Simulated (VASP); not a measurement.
# SnTe (I4/mmm) in VASP: a series of runs

Runs on SnTe. Level: PBEsol. Tasks: single point.

Program: VASP 6.6.1. These are calculated values, not measurements. Logs are shortened: lines on timing, memory, paths and dates and some standing lists are left out, and cuts for length are marked.

## 1. The cell of the first run

Symmetry: I4/mmm, No. 139, tetragonal system. Conventional cell: a = 4.424 Å, b = 4.424 Å, c = 6.289 Å, α = 90.00°, β = 90.00°, γ = 90.00°. Within 4.1 Å of Sn (site symmetry 4/mmm) lie 6 Te at 3.13 to 3.14 Å. Te (site symmetry 4/mmm) has 6 Sn at 3.13 to 3.14 Å within 4.1 Å.

## 2. Single point, PBEsol (in-plane strain -0.005, then relaxed in part)

File INCAR:

```
SYSTEM = SnTe
ALGO = Normal
EDIFF = 1E-6
ENCUT = 520
GGA = PS
ISIF = 2
ISMEAR = 0
LASPH = .TRUE.
LCHARG = .TRUE.
LELF = .TRUE.
LREAL = .FALSE.
LVHAR = .TRUE.
LWAVE = .FALSE.
NBANDS = 17
NELM = 60
PREC = Accurate
SIGMA = 0.01
```

File KPOINTS:

```
k-points
0
G
  10 10 10
  0 0 0
```

File POSCAR:

```
SnTe
1.0
    3.1285142236      3.1285142236      0.0000000000
   -3.1285142236      3.1285142236      0.0000000000
    0.0000000000      3.1285142236      3.1447410254
Sn Te
1 1
Direct
    0.0000000000      0.0000000000      0.0000000000
    0.5000000000      0.5000000000      0.0000000000
```

Potentials or basis: VASP PAW PBE potentials, release 64 (Sn_d, Te).

The run is started by

```sh
> cat potpaw_PBE.64/Sn_d/POTCAR potpaw_PBE.64/Te/POTCAR > POTCAR
> mpirun -np 1 vasp_std > vasp.out
```

OUTCAR:

```text
SYSTEM = SnTe
   EDIFF = 1E-6
   ENCUT = 520
   GGA = PS
   ISIF = 2
   ISMEAR = 0
   LASPH = .TRUE.
   LREAL = .FALSE.
   NELM = 60
   PREC = Accurate

 ion  position               nearest neighbor table
   1  0.000  0.000  0.000-   2 3.13   2 3.13   2 3.13   2 3.13   2 3.14   2 3.14
   2  0.500  0.500  0.000-   1 3.13   1 3.13   1 3.13   1 3.13   1 3.14   1 3.14

  LATTYP: Found a body centered tetragonal cell.
 ALAT       =     4.4243872451
 C/A-ratio  =     1.4215487258

  Lattice vectors:

 A1 = (   3.1285142236,   0.0000000000,  -3.1447410254)
 A2 = (  -3.1285142236,   0.0000000000,  -3.1447410254)
 A3 = (   0.0000000000,   3.1285142236,   3.1447410254)

Analysis of symmetry for initial positions (statically):
=====================================================================
 Subroutine PRICEL returns:
 Original cell was already a primitive cell.

 Routine SETGRP: Setting up the symmetry group for a
 body centered tetragonal supercell.

 Subroutine GETGRP returns: Found 16 space group operations
 (whereof 16 operations were pure point group operations)
 out of a pool of 16 trial point group operations.

The static configuration has the point symmetry D_4h.

Analysis of symmetry for dynamics (positions and initial velocities):
=====================================================================
 Subroutine PRICEL returns:
 Original cell was already a primitive cell.

 Routine SETGRP: Setting up the symmetry group for a
 body centered tetragonal supercell.

 Subroutine GETGRP returns: Found 16 space group operations
 (whereof 16 operations were pure point group operations)
 out of a pool of 16 trial point group operations.

The dynamic configuration has the point symmetry D_4h.

 Subroutine INISYM returns: Found 16 space group operations
 (whereof 16 operations are pure point group operations),
 and found     1 'primitive' translations

----------------------------------------------------------------------------------------

                                     Primitive cell

  volume of cell :      61.5589

  direct lattice vectors                    reciprocal lattice vectors
     3.128514224  3.128514224  0.000000000     0.159820274  0.159820274 -0.158995604
    -3.128514224  3.128514224  0.000000000    -0.159820274  0.159820274 -0.158995604
     0.000000000  3.128514224  3.144741025     0.000000000  0.000000000  0.317991209

  length of vectors
     4.424387245  4.424387245  4.435876166     0.276341532  0.276341532  0.317991209

  position of ions in fractional coordinates (direct lattice)
     0.000000000  0.000000000  0.000000000
     0.500000000  0.500000000  0.000000000

[... 79 lines left out ...]
   NSW    =      0    number of steps for IOM
   IBRION =     -1    ionic relax: 0-MD 1-quasi-New 2-CG
   NFREE  =      0    steps in history (QN), initial steepest desc. (CG)
   ISIF   =      2    stress and relaxation
   ISYM   =      2    0-nonsym 1-usesym 2-fastsym
   POTIM  = 0.5000    time-step for ionic-motion
   TEBEG  =    0.0;   TEEND  =   0.0 temperature during run
   PSTRESS=    0.0 pullay stress
   NELECT =      20.0000    total number of electrons
   NUPDOWN=      -1.0000    fix difference up-down
   EMIN   =  10.00;   EMAX   =-10.00  energy-range for DOS
   EFERMI =   0.00;   METHOD = LEGACY
   ISMEAR =     0;   SIGMA  =   0.01  broadening in eV -4-tet -1-fermi 0-gaus
   EFERMI_NEDOS =   21; number of points for ismear=-14 and -15
   IALGO  =     38    algorithm
   IMIX   =      4    mixing-type and parameters
     AMIX     =   0.40;   BMIX     =  1.00
     AMIX_MAG =   1.60;   BMIX_MAG =  1.00
  volume/ion in A,a.u.               =      30.78       207.71
  Fermi-wavevector in a.u.,A,eV,Ry     =   1.125437  2.126767 17.233248  1.266608
  Thomas-Fermi vector in A             =   2.262114
   LORBIT       =      0    0 simple, 1 ext, 2 COOP (PROOUT), +10 PAW based schemes
   GGA     = PS    functional components
   LHFCALC =     F    Hartree Fock is set to
   AEXX    =    0.0000 exact exchange contribution
   IVDW    =     0    specifies the selected vdW correction
   LEPSILON=     F    determine dielectric tensor
   LRPA    =     F    only Hartree local field effects (RPA)
 non-spin polarized calculation
 Gauss-broadening in eV      SIGMA  =   0.01
  energy-cutoff  :      520.00
  volume of cell :       61.56
 maximum number of plane-waves:      1679
 NGX is ok and might be reduce to    36
   NGX = 17   NGY = 17   NGZ = 17

 number of electron      19.9999997 magnetization

 Free energy of the ion-electron system (eV)
  ---------------------------------------------------
  ext. energy  EPLUGINS =         0.00000000
  ---------------------------------------------------
  free energy    TOTEN  =        -8.33750297 eV

  energy without entropy =       -8.33750297  energy(sigma->0) =       -8.33750297

 E-fermi :   7.0530     XC(G=0):  -9.7249

 val. band max:        6.9459326389   @ k =   0.5000   0.0000   0.0000
 cond. band min:       7.1380274359   @ k =   0.5000   0.0000   0.0000
 fundamental gap:      0.1920947970
 Fermi energy:         7.0529612564

 k-point     1 :       0.0000    0.0000    0.0000
  band No.  band energies     occupation
      1     -14.7817      2.00000
      2     -14.7801      2.00000
      3     -14.7734      2.00000
      4     -14.7734      2.00000
      5     -14.7722      2.00000
      6      -5.9334      2.00000
[... 457 lines left out ...]
      4     -14.7654      2.00000
      5     -14.7629      2.00000
      6      -4.2956      2.00000
[... 9 lines left out ...]
     16      15.0509      0.00000
     17      17.6160      0.00000

 [... further k-points ...]

------------------------ aborting loop because EDIFF is reached ----------------------------------------

  FORCE on cell =-STRESS in cart. coord.  units (eV):
  Direction    XX          YY          ZZ          XY          YZ          ZX
  --------------------------------------------------------------------------------------
  -------------------------------------------------------------------------------------
  Total        0.2651856      0.2651856     -0.0081450      0.0000000     -0.0000000      0.0000000
  in kB        6.9019105      6.9019105     -0.2119884      0.0000000     -0.0000000      0.0000000
  external PRESSURE =       4.5306108 kB  Pullay stress =       0.0000000 kB

 VOLUME and BASIS-vectors are now :
 -----------------------------------------------------------------------------
  energy-cutoff  :      520.00
  volume of cell :       61.56
      direct lattice vectors                 reciprocal lattice vectors
     3.128514224  3.128514224  0.000000000     0.159820274  0.159820274 -0.158995604
    -3.128514224  3.128514224  0.000000000    -0.159820274  0.159820274 -0.158995604
     0.000000000  3.128514224  3.144741025     0.000000000  0.000000000  0.317991209

 POSITION                                       TOTAL-FORCE (eV/Angst)
 -----------------------------------------------------------------------------------
      0.00000      0.00000      0.00000         0.000000      0.000000      0.000000
      0.00000      3.12851      0.00000         0.000000     -0.000000      0.000000
 -----------------------------------------------------------------------------------
    total drift:                                0.000000      0.000000     -0.000000

  FREE ENERGIE OF THE ION-ELECTRON SYSTEM (eV)
  ---------------------------------------------------
  free  energy   TOTEN  =        -8.3375029719 eV

  energy  without entropy=       -8.3375029719  energy(sigma->0) =       -8.33750297
```

Wall time 1.9 min (1 thread of Intel Xeon Platinum 8259CL at 2.50GHz (Skylake/Cascade Lake), shared host); peak memory 0.27 GiB.

What came out:

```yaml
Free_energy: -8.3375 eV
Pressure: 0.5 GPa
Band_gap_on_the_k_mesh: 0.19 eV
```

Levels at points of the mesh, in eV from the valence-band top:
| k point | band 6 | band 7 | band 8 | band 9 | band 10 | band 11 | band 12 | band 13 | band 14 | band 15 |
| --- | --- | --- | --- | --- | --- | --- | --- | --- | --- | --- |
| (0.00, 0.00, 0.00) | -12.88 | -4.58 | -2.13 | -2.13 | -2.08 | 3.34 | 3.47 | 3.47 | 4.72 | 4.76 |
| (0.50, 0.00, 0.00) | -11.55 | -8.39 | -1.78 | -1.76 | 0.00 | 0.19 | 0.38 | 0.40 | 7.79 | 8.83 |
| (0.50, 0.50, 0.00) | -11.22 | -6.46 | -5.66 | -3.80 | -3.74 | 2.09 | 4.98 | 5.12 | 6.58 | 9.14 |
| (0.00, 0.00, 0.50) | -11.25 | -6.42 | -5.65 | -3.76 | -3.76 | 2.11 | 5.07 | 5.07 | 6.50 | 9.15 |

Caveat: the cell differs from its parent crystal (in-plane strain -0.005, then relaxed in part); the PAW data sets were made with another functional, which shifts forces and pressure a little; spin-orbit coupling is left out, which moves the levels of the heavy elements.

## 3. Single point, PBEsol (in-plane strain -0.005)

File INCAR:

```
  PREC = Accurate
  ENCUT = 520
  EDIFF = 1E-6
  ISMEAR = 0
  SIGMA = 0.01
  LREAL = F
  LASPH = T
  NELM = 100
  ALGO = Normal
  ISIF = 2
  LWAVE = F
  LCHARG = T
  GGA = PS
  LELF = T
  LVHAR = T
  NBANDS = 17
```

File KPOINTS:

```
Automatic mesh
0
Gamma
  10 10 10
```

POSCAR, as its differences from that of step 2:

```diff
@@ -4,3 +4,3 @@
    -3.1285142236      3.1285142236      0.0000000000
-    0.0000000000      3.1285142236      3.1447410254
+    0.0000000000      3.1285142236      3.1536681068
 Sn Te
```

Potentials or basis: VASP PAW PBE potentials, release 64 (Sn_d, Te).

The run is started by

```sh
> cat potpaw_PBE.64/Sn_d/POTCAR potpaw_PBE.64/Te/POTCAR > POTCAR
> mpirun -np 1 vasp_std > vasp.out
```

OUTCAR:

```text
PREC = Accurate
   ENCUT = 520
   EDIFF = 1E-6
   ISMEAR = 0
   LREAL = F
   LASPH = T
   NELM = 100
   ISIF = 2
   GGA = PS

 ion  position               nearest neighbor table
   1  0.000  0.000  0.000-   2 3.13   2 3.13   2 3.13   2 3.13   2 3.15   2 3.15
   2  0.500  0.500  0.000-   1 3.13   1 3.13   1 3.13   1 3.13   1 3.15   1 3.15

  LATTYP: Found a body centered tetragonal cell.
 ALAT       =     4.4243872451
 C/A-ratio  =     1.4255841237

  Lattice vectors:

[... 667 lines left out ...]

------------------------ aborting loop because EDIFF is reached ----------------------------------------

  FORCE on cell =-STRESS in cart. coord.  units (eV):
  Direction    XX          YY          ZZ          XY          YZ          ZX
  --------------------------------------------------------------------------------------
  -------------------------------------------------------------------------------------
  Total        0.2618742      0.2618742     -0.1551473      0.0000000      0.0000000     -0.0000000
  in kB        6.7964328      6.7964328     -4.0265462      0.0000000      0.0000000     -0.0000000
  external PRESSURE =       3.1887731 kB  Pullay stress =       0.0000000 kB

 VOLUME and BASIS-vectors are now :
 -----------------------------------------------------------------------------
  energy-cutoff  :      520.00
  volume of cell :       61.73
      direct lattice vectors                 reciprocal lattice vectors
     3.128514224  3.128514224  0.000000000     0.159820274  0.159820274 -0.158545536
    -3.128514224  3.128514224  0.000000000    -0.159820274  0.159820274 -0.158545536
     0.000000000  3.128514224  3.153668107     0.000000000  0.000000000  0.317091072

 POSITION                                       TOTAL-FORCE (eV/Angst)
 -----------------------------------------------------------------------------------
      0.00000      0.00000      0.00000        -0.000000     -0.000000      0.000000
      0.00000      3.12851      0.00000         0.000000      0.000000      0.000000
 -----------------------------------------------------------------------------------
    total drift:                                0.000000      0.000000     -0.000000

  FREE ENERGIE OF THE ION-ELECTRON SYSTEM (eV)
  ---------------------------------------------------
  free  energy   TOTEN  =        -8.3373378475 eV

  energy  without entropy=       -8.3373378475  energy(sigma->0) =       -8.33733785
```

OSZICAR:

```text
N       E                     dE             d eps       ncg     rms          rms(c)
DAV:   1     0.123606247918E+03    0.12361E+03   -0.95389E+03  3500   0.136E+03
DAV:   2     0.280520071091E+01   -0.12080E+03   -0.11753E+03  3644   0.329E+02
DAV:   3    -0.807500082622E+01   -0.10880E+02   -0.10810E+02  4390   0.882E+01
DAV:   4    -0.837851180382E+01   -0.30351E+00   -0.30329E+00  4117   0.152E+01
DAV:   5    -0.839078405494E+01   -0.12272E-01   -0.12272E-01  5094   0.297E+00    0.490E+00
DAV:   6    -0.834004450098E+01    0.50740E-01   -0.10695E-01  4816   0.260E+00    0.307E+00
DAV:   7    -0.833796368531E+01    0.20808E-02   -0.43961E-02  4499   0.126E+00    0.683E-01
DAV:   8    -0.833728999193E+01    0.67369E-03   -0.68602E-03  4406   0.705E-01    0.158E-01
DAV:   9    -0.833735654299E+01   -0.66551E-04   -0.54165E-04  4622   0.210E-01    0.366E-02
DAV:  10    -0.833733844602E+01    0.18097E-04   -0.66420E-05  4558   0.743E-02    0.205E-02
DAV:  11    -0.833733800972E+01    0.43630E-06   -0.28756E-05  4641   0.458E-02    0.252E-02
DAV:  12    -0.833733784751E+01    0.16221E-06   -0.25090E-06  3691   0.138E-02
   1 F= -.83373378E+01 E0= -.83373378E+01  d E =-.107610E-31
```

stdout:

```text
POSCAR found type information on POSCAR SnTe
 POSCAR found :  2 types and       2 ions
 scaLAPACK will be used
 -----------------------------------------------------------------------------
|                                                                             |
|                                                                             |
|     You enforced a specific xc type in the INCAR file but a different       |
|     I HOPE YOU KNOW WHAT YOU ARE DOING!                                     |
|                                                                             |
 -----------------------------------------------------------------------------

 LDA part: xc-table for (Slater+PW92), standard interpolation
 POSCAR, INCAR and KPOINTS ok, starting setup
 FFT: planning ... GRIDC
 FFT: planning ... GRID_SOFT
 FFT: planning ... GRID
 WAVECAR not read
 entering main loop
```

Run time: 2.1 min. Hardware: 1 thread of Intel Xeon Platinum 8259CL at 2.50GHz (Skylake/Cascade Lake), shared host; peak memory 0.27 GiB.

What came out:

| Item | Value |
| --- | --- |
| Free energy | -8.3373 eV |
| Pressure | 0.3 GPa |
| Band gap on the k mesh | 0.19 eV |

Stress tensor (GPa, compression positive):
```
 0.68  0.00  0.00
 0.00  0.68  0.00
 0.00  0.00 -0.40
```

Caveat: the cell differs from its parent crystal (in-plane strain -0.005); the PAW data sets were made with another functional, which shifts forces and pressure a little; spin-orbit coupling is left out, which moves the levels of the heavy elements. A k mesh can miss the band edges.

## 4. Single point, PBEsol (in-plane strain +0.005, then relaxed in part)

File INCAR:

```
SYSTEM = SnTe
  ALGO = Normal
  EDIFF = 1E-7
  ENCUT = 520
  GGA = PS
  ISIF = 2
  ISMEAR = 0
  LASPH = .True.
  LCHARG = .True.
  LELF = .True.
  LREAL = .False.
  LVHAR = .True.
  LWAVE = .False.
  NBANDS = 17
  NELM = 100
  PREC = Accurate
  SIGMA = 0.01
```

File KPOINTS:

```
k-points
0
Gamma
  10 10 10
  0 0 0
```

File POSCAR:

```
SnTe
1.0
    3.1599565776      3.1599565776      0.0000000000
   -3.1599565776      3.1599565776      0.0000000000
    0.0000000000      3.1599565776      3.1433316762
Sn Te
1 1
Direct
    0.0000000000      0.0000000000      0.0000000000
    0.5000000000      0.5000000000      0.0000000000
```

The run is started by

```sh
> cat potpaw_PBE.64/Sn_d/POTCAR potpaw_PBE.64/Te/POTCAR > POTCAR
> mpirun -np 1 vasp_std > vasp.out
```

Run time: 2.5 min. Hardware: 1 thread of Intel Xeon Platinum 8259CL at 2.50GHz (Skylake/Cascade Lake), shared host; peak memory 0.28 GiB.

Results (log left out):

```
Free energy            : -8.3378 eV
Pressure               : -0.5 GPa
Band gap on the k mesh : 0.13 eV
```

Stress tensor (GPa, compression positive):
```
-0.68  0.00  0.00
 0.00 -0.68  0.00
 0.00  0.00  0.00
```

Levels at points of the mesh, in eV from the valence-band top:
```
           k point  band 7  band 8  band 9  band 10  band 11  band 12  band 13  band 14
(0.00, 0.00, 0.00)   -4.68   -2.11   -2.05    -2.05     3.33     3.33     3.46     4.76
(0.50, 0.00, 0.00)   -8.29   -1.74   -1.73     0.00     0.13     0.39     0.42     7.73
(0.50, 0.50, 0.00)   -6.43   -5.52   -3.71    -3.65     2.17     4.89     5.02     6.36
(0.00, 0.00, 0.50)   -6.46   -5.53   -3.69    -3.69     2.15     4.93     4.93     6.45
```

Caveat: the cell differs from its parent crystal (in-plane strain +0.005, then relaxed in part); the PAW data sets were made with another functional, which shifts forces and pressure a little; spin-orbit coupling is left out, which moves the levels of the heavy elements.

[end of part 1 of 2]
